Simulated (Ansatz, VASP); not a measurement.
## Two plane-wave programs on CdTe

The input INCAR:

```
SYSTEM = CdTe
PREC     = Accurate       ! precision mode
ENCUT    = 520            ! plane-wave cutoff, eV
EDIFF    = 1E-6           ! SCF threshold, eV
ISMEAR   = 0              ! smearing method
SIGMA    = 0.05           ! smearing width, eV
LREAL    = .FALSE.        ! projectors in reciprocal space
LASPH    = .TRUE.         ! aspherical terms in the spheres
NELM     = 60             ! most SCF steps
ALGO     = Normal         ! electronic algorithm
ISIF     = 2              ! what is computed and relaxed
LWAVE    = .FALSE.        ! write WAVECAR
LCHARG   = .TRUE.         ! write CHGCAR
GGA      = PE             ! functional
LELF     = .TRUE.         ! ELF
LVHAR    = .TRUE.       
NBANDS   = 16             ! bands
```

The input KPOINTS:

```
regular mesh
0
G
  10 10 10
  0 0 0
```

POSCAR

```
CdTe
1.0
    0.0000000000      3.3086866831      3.2590563829
    3.3086866831      0.0000000000      3.2590563829
    3.3086866831      3.3086866831      0.0000000000
Cd Te
1 1
Direct
    0.0000000000      0.0000000000      0.0000000000
    0.7500000000      0.7500000000      0.7500000000
```

Input for Ansatz:

```yaml
crystal:
  lattice:
    - [0.0, 3.3086866831, 3.2590563829]
    - [3.3086866831, 0.0, 3.2590563829]
    - [3.3086866831, 3.3086866831, 0.0]
  atoms:
    - { symbol: Cd, position: [0.0, 0.0, 0.0] }
    - { symbol: Te, position: [0.75, 0.75, 0.75] }
basis:
  ecutwfc: 420
kpoints:
  mp_grid: { grid: [10, 10, 10] }
hamiltonian:
  xc: pbe
scf:
  occupations: { method: gaussian, width: 0.05 }
output:
  forces: true
  stress: true
  eigenvalues: true
```

Change from the starting cell: strain +0.000 along x and y, -0.015 along z, atoms carried along.

Alike in both runs: task single point; functional PBE; k mesh 10 × 10 × 10; occupations gaussian, width 0.05 eV; no spin polarisation.

```csv
,VASP,Ansatz
version,VASP 6.6.1,Ansatz 0.2.0
potentials or method,"VASP PAW PBE potentials, release 64 (Cd, Te), cutoff 520 eV","scalar-relativistic, plane waves, PAW"
valence electrons in the cell,18,36
```

|  | VASP | Ansatz | Ansatz less VASP |
| --- | --- | --- | --- |
| gap on the k mesh at the Fermi level (eV) | 0.60 | 0.60 | +0.002 |
| least direct gap on the mesh (eV) | 0.60 | 0.60 | +0.002 |
| pressure (GPa) | 0.7 | 0.6 | -0.12 |
| traceless stress, the component that is largest in VASP (GPa) | 0.16 | 0.16 | +0.001 |

With one functional, cell and mesh, what is left measures potentials, basis and numerics. VASP's potentials hold 18 valence electrons a cell and Ansatz's 36, so a difference there can come from the potentials and not from the codes.

Spin-orbit coupling is off throughout.
